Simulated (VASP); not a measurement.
Crystal: BeS.

```
Be S
1.0
     2.94139    0.00000    0.00000
     0.00000    2.94139    0.00000
     0.00000    0.00000    2.94139
Be S
1 1
Direct
  0.00000 0.00000 0.00000
  0.50000 0.50000 0.50000
```

Program: VASP 6.6.1. Alike in all runs: task single point; potentials or basis VASP PAW PBE potentials, release 64 (Be, S); no spin polarisation; cell as given; smearing fermi-dirac 0.02 eV. Hardware: 1 thread of Intel Xeon 8259CL (shared host).

Problem. Order these runs on this cell by their wall time, lowest first.
A. level r2SCAN; k mesh 6 × 6 × 6; cutoff (eV) 660
B. level PBE-based global hybrid; k mesh 4 × 4 × 4; cutoff (eV) 520; grid for exact exchange (PRECFOCK) Normal; share of exact exchange 0.75
C. level PBE; k mesh 6 × 6 × 6; cutoff (eV) 600

Solution. C (10 s), A (89 s), B (180 s).

Caveats: some runs use coarse meshes.
